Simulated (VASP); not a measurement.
# Nd2CdC2 (I4/mmm) in VASP: relaxation of cell and atoms with PBE

Aim: the relaxation of cell and atoms of Nd2CdC2 with PBE.

Program: VASP 6.6.1. These are calculated values, not measurements. Logs are shortened: lines on timing, memory, paths and dates and some standing lists are left out, and cuts for length are marked.

## Step 1: The cell of the first run

The structure is tetragonal, space group I4/mmm (No. 139). Conventional cell: a = 3.821 Å, b = 3.821 Å, c = 12.262 Å, α = 90.00°, β = 90.00°, γ = 90.00°. Nd (site symmetry 4mm) has 5 C at 2.57 to 2.71 Å and 4 Cd at 3.28 Å within 3.4 Å. Within 2.3 Å of Cd (site symmetry 4/mmm) lie 2 C at 1.69 Å. Within 2.3 Å of C (site symmetry 4mm) lie 1 Cd at 1.69 Å.

The cell was generated, and may not be a known phase.

## Step 2: Relaxation of cell and atoms, PBE

The input, INCAR:

```
SYSTEM = Nd2CdC2
  PREC = Accurate
  ENCUT = 600
  EDIFF = 1E-7
  ISMEAR = 0
  SIGMA = 0.2
  LREAL = .FALSE.
  LASPH = .TRUE.
  NELM = 200
  ALGO = Normal
  ISIF = 3
  LWAVE = .FALSE.
  LCHARG = .FALSE.
  GGA = PE
  IBRION = 2
  NSW = 36
  EDIFFG = -0.08
  GGA_COMPAT = .FALSE.
  NELMIN = 4
  LMAXMIX = 6
```

The input, KPOINTS:

```
Automatic mesh
0
G
  6 6 6
  0 0 0
```

The input, POSCAR:

```
Nd2CdC2
1.0
   -1.9103216500      1.9103216500      6.1309611600
    1.9103216500     -1.9103216500      6.1309611600
    1.9103216500      1.9103216500     -6.1309611600
Nd Cd C
2 1 2
Direct
    0.3475900000      0.3475900000      0.0000000000
    0.6524100000      0.6524100000      0.0000000000
    0.0000000000      0.0000000000      0.0000000000
    0.1381600100      0.1381600100      0.0000000000
    0.8618399900      0.8618399900      0.0000000000
```

Potentials or basis: VASP PAW PBE potentials, release 64 (Nd_3, Cd, C), 4f in core.

Started as:

```sh
> cat potpaw_PBE.64/Nd_3/POTCAR potpaw_PBE.64/Cd/POTCAR potpaw_PBE.64/C/POTCAR > POTCAR
> mpirun -np 1 vasp_std > vasp.out
```

OUTCAR:

```text
SYSTEM = Nd2CdC2
   PREC = Accurate
   ENCUT = 600
   EDIFF = 1E-7
   ISMEAR = 0
   LREAL = .FALSE.
   LASPH = .TRUE.
   NELM = 200
   ISIF = 3
   GGA = PE
   IBRION = 2
   NSW = 36
   EDIFFG = -0.08
   NELMIN = 4

 ion  position               nearest neighbor table
   1  0.348  0.348  0.000-   4 2.57   5 2.71   5 2.71   5 2.71   5 2.71   3 3.28   3 3.28   3 3.28
                             3 3.28   2 3.61   2 3.61   2 3.61   2 3.61   2 3.74
   2  0.652  0.652  0.000-   5 2.57   4 2.71   4 2.71   4 2.71   4 2.71   3 3.28   3 3.28   3 3.28
                             3 3.28   1 3.61   1 3.61   1 3.61   1 3.61   1 3.74
   3  0.000  0.000  0.000-   4 1.69   5 1.69   2 3.28   1 3.28   2 3.28   2 3.28   2 3.28   1 3.28
                             1 3.28   1 3.28
   4  0.138  0.138  0.000-   3 1.69   1 2.57   2 2.71   2 2.71   2 2.71   2 2.71
   5  0.862  0.862  0.000-   3 1.69   2 2.57   1 2.71   1 2.71   1 2.71   1 2.71

  LATTYP: Found a body centered tetragonal cell.
 ALAT       =     3.8206433000
 C/A-ratio  =     3.2093868381

  Lattice vectors:

 A1 = (  -1.9103216500,   1.9103216500,   6.1309611600)
 A2 = (   1.9103216500,  -1.9103216500,   6.1309611600)
 A3 = (   1.9103216500,   1.9103216500,  -6.1309611600)

Analysis of symmetry for initial positions (statically):
=====================================================================
 Subroutine PRICEL returns:
 Original cell was already a primitive cell.

 Routine SETGRP: Setting up the symmetry group for a
 body centered tetragonal supercell.

 Subroutine GETGRP returns: Found 16 space group operations
 (whereof 16 operations were pure point group operations)
 out of a pool of 16 trial point group operations.

The static configuration has the point symmetry D_4h.

Analysis of symmetry for dynamics (positions and initial velocities):
=====================================================================
 Subroutine PRICEL returns:
 Original cell was already a primitive cell.

 Routine SETGRP: Setting up the symmetry group for a
 body centered tetragonal supercell.

 Subroutine GETGRP returns: Found 16 space group operations
 (whereof 16 operations were pure point group operations)
 out of a pool of 16 trial point group operations.

The dynamic configuration has the point symmetry D_4h.

 Subroutine INISYM returns: Found 16 space group operations
 (whereof 16 operations are pure point group operations),
 and found     1 'primitive' translations

----------------------------------------------------------------------------------------

                                     Primitive cell

  volume of cell :      89.4956

  direct lattice vectors                    reciprocal lattice vectors
    -1.910321650  1.910321650  6.130961160     0.000000000  0.261736028  0.081553281
     1.910321650 -1.910321650  6.130961160     0.261736028  0.000000000  0.081553281
     1.910321650  1.910321650 -6.130961160     0.261736028  0.261736028  0.000000000

  length of vectors
     6.699801666  6.699801666  6.699801666     0.274147197  0.274147197  0.370150640

  position of ions in fractional coordinates (direct lattice)
     0.347590000  0.347590000  0.000000000
     0.652410000  0.652410000  0.000000000
     0.000000000  0.000000000  0.000000000
     0.138160010  0.138160010  0.000000000
     0.861839990  0.861839990  0.000000000

  ion indices of the primitive-cell ions
   primitive index   ion index
                 1           1
                 2           2
                 3           3
                 4           4
                 5           5

----------------------------------------------------------------------------------------

 KPOINTS: Automatic mesh

Automatic generation of k-mesh.
 Grid dimensions read from file:
 generate k-points for:    6    6    6

 Generating k-lattice:

  Cartesian coordinates                     Fractional coordinates (reciprocal lattice)
     0.000000000  0.043622671  0.013592214     0.166666667  0.000000000 -0.000000000
     0.043622671  0.000000000  0.013592214     0.000000000  0.166666667 -0.000000000
     0.043622671  0.043622671  0.000000000     0.000000000  0.000000000  0.166666667

  Length of vectors
     0.045691200  0.045691200  0.061691773

  Shift w.r.t. Gamma in fractional coordinates (k-lattice)
     0.000000000  0.000000000  0.000000000

 Subroutine IBZKPT returns following result:
 ===========================================

 Found     30 irreducible k-points:

 Following reciprocal coordinates:
            Coordinates               Weight
  0.000000  0.000000  0.000000      1.000000
  0.166667  0.000000  0.000000      8.000000
  0.333333 -0.000000  0.000000      8.000000
  0.500000  0.000000  0.000000      4.000000
  0.166667  0.166667  0.000000      8.000000
  0.333333  0.166667  0.000000     16.000000
[... 16 lines left out ...]
 -0.333333 -0.333333  0.166667      8.000000
 -0.166667 -0.333333  0.166667      8.000000
 [... further k-points ...]
   k-points           NKPTS =     30   k-points in BZ     NKDIM =     30   number of bands    NBANDS=     25
   number of dos      NEDOS =    301   number of ions     NIONS =      5
   total plane-waves  NPLWV = 157464
   dimension x,y,z NGX =    54 NGY =   54 NGZ =   54
   dimension x,y,z NGXF=   108 NGYF=  108 NGZF=  108
   ions per type =               2   1   2
   NGX,Y,Z   is equivalent  to a cutoff of  13.40, 13.40, 13.40 a.u.
   NGXF,Y,Z  is equivalent  to a cutoff of  26.80, 26.80, 26.80 a.u.
 SYSTEM =  Nd2CdC2
   PREC   = accura    normal or accurate (medium, high low for compatibility)
   ISTART =      0    job   : 0-new  1-cont  2-samecut
   ICHARG =      2    charge: 1-file 2-atom 10-const
   ISPIN  =      1    spin polarized calculation?
   LNONCOLLINEAR =      F non collinear calculations
   LSORBIT =      F    spin-orbit coupling
   LASPH  =      T    aspherical Exc in radial PAW
   ENCUT  =  600.0 eV  44.10 Ry    6.64 a.u.  13.38 13.38 13.38*2*pi/ulx,y,z
   NELM   =    200;   NELMIN=  4; NELMDL= -5     # of ELM steps
   EDIFF  = 0.1E-06   stopping-criterion for ELM
   LREAL  =      F    real-space projection
   EDIFFG = -.8E-01   stopping-criterion for IOM
   NSW    =     36    number of steps for IOM
   IBRION =      2    ionic relax: 0-MD 1-quasi-New 2-CG
   NFREE  =      1    steps in history (QN), initial steepest desc. (CG)
   ISIF   =      3    stress and relaxation
   ISYM   =      2    0-nonsym 1-usesym 2-fastsym
   POTIM  = 0.5000    time-step for ionic-motion
   TEBEG  =    0.0;   TEEND  =   0.0 temperature during run
   PSTRESS=    0.0 pullay stress
   NELECT =      42.0000    total number of electrons
   NUPDOWN=      -1.0000    fix difference up-down
   EMIN   =  10.00;   EMAX   =-10.00  energy-range for DOS
   EFERMI =   0.00;   METHOD = LEGACY
   ISMEAR =     0;   SIGMA  =   0.20  broadening in eV -4-tet -1-fermi 0-gaus
   EFERMI_NEDOS =   21; number of points for ismear=-14 and -15
   IALGO  =     38    algorithm
   IMIX   =      4    mixing-type and parameters
     AMIX     =   0.40;   BMIX     =  1.00
     AMIX_MAG =   1.60;   BMIX_MAG =  1.00
  volume/ion in A,a.u.               =      17.90       120.79
  Fermi-wavevector in a.u.,A,eV,Ry     =   1.272206  2.404121 22.021137  1.618508
  Thomas-Fermi vector in A             =   2.405097
   LORBIT       =      0    0 simple, 1 ext, 2 COOP (PROOUT), +10 PAW based schemes
   GGA     = PE    functional components
   LHFCALC =     F    Hartree Fock is set to
   AEXX    =    0.0000 exact exchange contribution
   IVDW    =     0    specifies the selected vdW correction
   LEPSILON=     F    determine dielectric tensor
   LRPA    =     F    only Hartree local field effects (RPA)
 conjugate gradient relaxation of ions
 non-spin polarized calculation
 Gauss-broadening in eV      SIGMA  =   0.20
  energy-cutoff  :      600.00
  volume of cell :       89.50
 maximum number of plane-waves:      3010
 NGX is ok and might be reduce to    54
   NGX = 27   NGY = 27   NGZ = 27

--------------------------------------- Ionic step        1  -------------------------------------------

 number of electron      41.9999999 magnetization

 Free energy of the ion-electron system (eV)
  ---------------------------------------------------
  ext. energy  EPLUGINS =         0.00000000
  ---------------------------------------------------
  free energy    TOTEN  =       -23.60191940 eV

  energy without entropy =      -23.55605555  energy(sigma->0) =      -23.57898747

------------------------ aborting loop because EDIFF is reached ----------------------------------------

  FORCE on cell =-STRESS in cart. coord.  units (eV):
  Direction    XX          YY          ZZ          XY          YZ          ZX
  --------------------------------------------------------------------------------------
  -------------------------------------------------------------------------------------
  Total        2.1402424      2.1402424     46.3814001      0.0000000      0.0000000      0.0000000
  in kB       38.3152787     38.3152787    830.3341212      0.0000000      0.0000000      0.0000000
  external PRESSURE =     302.3215596 kB  Pullay stress =       0.0000000 kB
[... 98 lines left out ...]
  FREE ENERGIE OF THE ION-ELECTRON SYSTEM (eV)
  ---------------------------------------------------
  free  energy   TOTEN  =       -25.6211633471 eV

  energy  without entropy=      -25.5374504061  energy(sigma->0) =      -25.57930688

 E-fermi :   2.1458     XC(G=0):  -9.6589

 val. band max:        2.1424461063   @ k =  -0.1667   0.5000   0.1667
 cond. band min:       2.1573165649   @ k =   0.1667   0.1667   0.1667
 fundamental gap:      0.0148704585
 Fermi energy:         2.1458248660

 k-point     1 :       0.0000    0.0000    0.0000
  band No.  band energies     occupation
      1     -35.1452      2.00000
      2     -35.1258      2.00000
      3     -16.4947      2.00000
      4     -16.2436      2.00000
      5     -16.0804      2.00000
      6     -16.0804      2.00000
[... 661 lines left out ...]
     24       4.1983      0.00000
     25       4.7563      0.00000

 [... further k-points ...]

[... ionic steps 4 to 12 ...]

--------------------------------------- Ionic step       13  -------------------------------------------

 number of electron      41.9999999 magnetization

------------------------ aborting loop because EDIFF is reached ----------------------------------------
[... 73 lines left out ...]
--------------------------------------- Ionic step       15  -------------------------------------------

 number of electron      41.9999999 magnetization

 Free energy of the ion-electron system (eV)
  ---------------------------------------------------
  ext. energy  EPLUGINS =         0.00000000
  ---------------------------------------------------
  free energy    TOTEN  =       -28.18734481 eV

  energy without entropy =      -28.13318653  energy(sigma->0) =      -28.16026567

 E-fermi :   3.2880     XC(G=0): -10.5152

 val. band max:        3.2724355151   @ k =  -0.3333  -0.3333   0.1667
 cond. band min:       3.2913920421   @ k =   0.5000   0.3333   0.0000
 fundamental gap:      0.0189565270
 Fermi energy:         3.2879691321

 k-point     1 :       0.0000    0.0000    0.0000
  band No.  band energies     occupation
      1     -33.4614      2.00000
      2     -33.3673      2.00000
      3     -15.1335      2.00000
      4     -14.5798      2.00000
      5     -14.5108      2.00000
      6     -14.5108      2.00000
[... 661 lines left out ...]
     24       5.8124      0.00000
     25       6.1215      0.00000

 [... further k-points ...]

------------------------ aborting loop because EDIFF is reached ----------------------------------------

  FORCE on cell =-STRESS in cart. coord.  units (eV):
  Direction    XX          YY          ZZ          XY          YZ          ZX
  --------------------------------------------------------------------------------------
  -------------------------------------------------------------------------------------
  Total       -0.0460941     -0.0460941      0.0745039      0.0000000      0.0000000      0.0000000
  in kB       -0.7411428     -0.7411428      1.1979400      0.0000000      0.0000000      0.0000000
  external PRESSURE =      -0.0947818 kB  Pullay stress =       0.0000000 kB
[... 20 lines left out ...]
  FREE ENERGIE OF THE ION-ELECTRON SYSTEM (eV)
  ---------------------------------------------------
  free  energy   TOTEN  =       -28.1873448141 eV

  energy  without entropy=      -28.1331865251  energy(sigma->0) =      -28.16026567

 reached required accuracy - stopping structural energy minimisation
```

It took 30 min on 1 thread of Intel Xeon Platinum 8488C (Sapphire Rapids), shared host; peak memory 0.51 GiB.

What came out:

```
Free energy                           : -28.1873 eV
Relaxed volume                        : 19.93 Å³/atom
Relaxed cell                          : a = 7.347 Å, b = 7.347 Å, c = 7.347 Å, α = 149.87°, β = 149.87°, γ = 43.13°
Space group after relaxing (to 0.1 Å) : I4/mmm (No. 139)
Energy gained by relaxing             : 917.1 meV/atom
Ionic steps                           : 15
Pressure after relaxing               : 0.0 GPa
Largest force after relaxing          : 0.014 eV/Å
Band gap on the k mesh                : zero (bands 21 and 22 overlap by 0.97 eV)
```

Forces on the atoms (eV/Å):
```
Nd   0.000  0.000  0.014
Nd   0.000  0.000 -0.014
Cd   0.000  0.000  0.000
C    0.000  0.000 -0.013
C    0.000  0.000  0.013
```

Step by step:
| step | energy change (eV) | largest force (eV/Å) | pressure (GPa) | volume (Å³) |
| --- | --- | --- | --- | --- |
| 1 | 0.0000 | 14.0366 | 30.23 | 89.50 |
| 2 | -1.1450 | 2.6979 | -13.27 | 134.95 |
| 3 | -2.0192 | 2.2404 | -12.62 | 127.47 |
| 4 | -2.6618 | 1.8828 | -11.78 | 121.75 |
| 5 | -4.2597 | 1.0545 | -6.11 | 105.40 |
| 6 | -4.4670 | 0.7413 | 1.43 | 97.40 |
| 7 | -4.5053 | 0.8750 | -2.26 | 100.49 |
| 8 | -4.5158 | 0.8392 | -1.31 | 99.59 |
| 9 | -4.5160 | 0.8308 | -1.09 | 99.38 |
| 10 | -4.5608 | 0.3554 | 0.94 | 97.80 |
| 11 | -4.5636 | 0.1965 | 1.63 | 97.30 |
| 12 | -4.5822 | 0.1525 | 0.23 | 99.10 |
| 13 | -4.5828 | 0.1670 | -0.05 | 99.47 |
| 14 | -4.5849 | 0.0839 | -0.03 | 99.57 |
| 15 | -4.5854 | 0.0135 | -0.01 | 99.64 |

Final structure:
```
Nd Cd C
1.0
    -1.90942    1.90942    6.83271
     1.90942   -1.90942    6.83271
     1.90942    1.90942   -6.83271
Nd Cd C
2 1 2
Cartesian
  0.0000 0.0000 4.6550
  0.0000 0.0000 9.0105
  0.0000 0.0000 0.0000
  0.0000 0.0000 2.1918
  0.0000 0.0000 11.4736
```

Caveat: spin-orbit coupling is left out, which moves the levels of the heavy elements; the 4f electrons are frozen in the core, so they carry no moment and show no levels. Spin polarisation is off, so any magnetic state and its effect on volume and gap are missing.
